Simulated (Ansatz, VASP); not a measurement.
# Li2ZrP2: VASP beside Ansatz

```
Li Zr P
1.0
    -1.80273    1.80273    5.69658
     1.80273   -1.80273    5.69658
     1.80273    1.80273   -5.69658
Li Zr P
2 1 2
Direct
  0.25000 0.75000 0.50000
  0.75000 0.25000 0.50000
  0.00000 0.00000 0.00000
  0.60433 0.60433 0.00000
  0.39567 0.39567 0.00000
```

Alike in both runs: functional PBE; k mesh 6 × 6 × 6; occupations gaussian, width 0.1 eV; no spin polarisation.

Ansatz relaxed the structure, and its values are those at the end. VASP's run is a single point on that final structure, the one shown.

|  | VASP | Ansatz |
| --- | --- | --- |
| version | VASP 6.6.1 | Ansatz 0.2.0 |
| potentials or method | VASP PAW PBE potentials, release 64 (Li_sv, Zr_sv, P), cutoff 520 eV | scalar-relativistic, plane waves, PAW |
| valence electrons in the cell | 28 | 28 |

Ansatz gave:

| Property | Result |
| --- | --- |
| gap on the k mesh at the Fermi level (eV) | none |
| rms of the force components (eV/Å) | 0.004 |

Task: What did VASP give for the same quantities?

Result: gap on the k mesh at the Fermi level (eV): none; rms of the force components (eV/Å): 0.015.

A gap of «none» marks a metal or a gap that the smearing closes.

The k mesh is coarse, so the values compare programs but aren't converged. Noted on VASP's run: the cutoff is short for stress, so the pressure is rough.
